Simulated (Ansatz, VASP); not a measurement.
## Two plane-wave programs on Ge

```
CELL_PARAMETERS angstrom
0.00000 2.79769 2.79769
2.79769 0.00000 2.79769
2.79769 2.79769 0.00000
ATOMIC_POSITIONS crystal
Ge 0.50000 0.50000 0.50000
Ge 0.75000 0.75000 0.75000
```

Alike in both runs: task single point; functional r2SCAN; k mesh 9 × 9 × 9; occupations fermi-dirac, width 0.05 eV; no spin polarisation.

|  | VASP | Ansatz |
| --- | --- | --- |
| version | VASP 6.6.1 | Ansatz 0.2.0 |
| potentials or method | VASP PAW PBE potentials, release 64 (Ge_d), cutoff 520 eV | plane waves (500 eV) with PAW, scalar-relativistic |
| valence electrons in the cell | 28 | 28 |

Ansatz gave:

- pressure (GPa): 3.3

Q: Which values does VASP return?

A: Pressure (GPa): 3.4.

VASP's potentials were made for PBE, not for r2SCAN. With one functional, cell and mesh, what is left measures potentials, basis and numerics.
